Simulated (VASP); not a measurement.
Input of a VASP 6.6.1 run:

INCAR

```
PREC = Accurate
ENCUT = 520
EDIFF = 1E-7
ISMEAR = 0
SIGMA = 0.02
LREAL = False
LASPH = True
NELM = 100
ALGO = Normal
ISIF = 2
LWAVE = False
LCHARG = False
GGA = PE
NBANDS = 66
```

Contents of KPOINTS:

```
regular mesh
0
Gamma
  12 12 2
```

POSCAR

```
Zn3SeS2
1.0
    3.9158404248      0.0000000000      0.0000000000
   -1.9579202124      3.3912172850      0.0000000000
    0.0000000000      0.0000000000     19.2194142510
Zn Se S
6 2 4
Direct
    0.0000000000      0.0000000000      0.0051043008
    0.0000000000      0.0000000000      0.5051043008
    0.3333333333      0.6666666667      0.1667063176
    0.6666666667      0.3333333333      0.6667063176
    0.6666666667      0.3333333333      0.3284613012
    0.3333333333      0.6666666667      0.8284613012
    0.6666666667      0.3333333333      0.4574223019
    0.3333333333      0.6666666667      0.9574223019
    0.0000000000      0.0000000000      0.1277067821
    0.0000000000      0.0000000000      0.6277067821
    0.3333333333      0.6666666667      0.2895989964
    0.6666666667      0.3333333333      0.7895989964
```

Potentials or basis: VASP PAW PBE potentials, release 64 (Zn, Se, S).

The run is started by

```console
$ cat potpaw_PBE.64/Zn/POTCAR potpaw_PBE.64/Se/POTCAR potpaw_PBE.64/S/POTCAR > POTCAR
$ mpirun -np 1 vasp_std > vasp.out
```

Problem. Estimate the band gap on the k mesh.

Solution. 1.45 eV.

Problem. Estimate the pressure.

Solution. 0.2 GPa.

Forces on the atoms (eV/Å):
```
Zn   0.000  0.000  0.010
Zn   0.000  0.000  0.010
Zn   0.000  0.000  0.004
Zn   0.000  0.000  0.004
Zn   0.000  0.000 -0.010
Zn   0.000  0.000 -0.010
Se   0.000  0.000 -0.004
Se   0.000  0.000 -0.004
S    0.000  0.000 -0.001
S    0.000  0.000 -0.001
S    0.000  0.000  0.001
S    0.000  0.000  0.001
```

A k mesh can miss the band edges.
